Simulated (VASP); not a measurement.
**Hf: vibrations by perturbation theory with PBEsol**

Crystal: Hf.

```
Hf
1.0
     3.15709    0.00000    0.00000
    -1.57854    2.73412    0.00000
     0.00000    0.00000    5.01339
Hf
2
Direct
  0.33333 0.66667 0.25000
  0.66667 0.33333 0.75000
```

* Program: VASP 6.6.1
* Task: vibrations by perturbation theory
* Functional: PBEsol
* Potentials or basis: VASP PAW PBE potentials, release 64 (Hf_pv)
* Cutoff: 520 eV
* k mesh: 18 × 18 × 8
* Occupations: fermi-dirac, width 0.15 eV
* Spin: no spin polarisation
* Dipole correction: no
* Further INCAR settings: ALGO = Normal; EDIFF = 1e-08; IBRION = 8; NSW = 1

* Highest phonon frequency at Γ: 110 cm⁻¹

Phonon frequencies in cm⁻¹ (negative: imaginary):
| q point | frequencies |
| --- | --- |
| (0.000, 0.000, 0.000) | 0 0 0 71 71 110 |

It took 7.4 min on 1 thread of Intel(R) Xeon(R) 6975P-C (Granite Rapids) (shared host), peak memory 0.98 GiB.
